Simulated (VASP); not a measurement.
A run of VASP 6.6.1:

POSCAR

```
SrO
1.0
    0.0000000000      2.6304916951      2.6304916951
    2.6304916951      0.0000000000      2.6304916951
    2.6304916951      2.6304916951      0.0000000000
Sr O
1 1
Direct
    0.5000000000      0.5000000000      0.5000000000
    0.0000000000      0.0000000000      0.0000000000
```

INCAR.step1

```
SYSTEM = SrO
ALGO = Normal
EDIFF = 1E-4
ENCUT = 520
GGA = PE
ISMEAR = 0
LASPH = .True.
LCHARG = .False.
LREAL = .False.
LWAVE = .True.
NBANDS = 15
NELM = 80
PREC = Accurate
SIGMA = 0.01
```

File INCAR.step2:

```
SYSTEM = SrO
ALGO = Normal
EDIFF = 1E-7
ENCUT = 520
ISIF = 2
ISMEAR = 0
ISTART = 1
LASPH = .True.
LCHARG = .True.
LELF = .True.
LMIXTAU = .True.
LREAL = .False.
LVHAR = .True.
LWAVE = .False.
METAGGA = R2SCAN
NBANDS = 15
NELM = 80
PREC = Accurate
SIGMA = 0.01
```

The input KPOINTS:

```
k-points
0
Gamma
  8 8 8
  0 0 0
```

Potentials or basis: VASP PAW PBE potentials, release 64 (Sr_sv, O).

Launch:

```sh
$ cat potpaw_PBE.64/Sr_sv/POTCAR potpaw_PBE.64/O/POTCAR > POTCAR
$ cp INCAR.step1 INCAR
$ mpirun -np 1 vasp_std > vasp.out
$ cp INCAR.step2 INCAR
$ mpirun -np 1 vasp_std > vasp.out
```

Hardware: 1 thread of AMD EPYC 7R43 64-Core Processor (Zen 3), on a shared host.

Problem. How long does it take, and how much memory?

Solution. It took 2.1 min on 1 thread of AMD EPYC 7R43 64-Core Processor (Zen 3) (shared host), peak memory 0.13 GiB. Counts: k points 29.
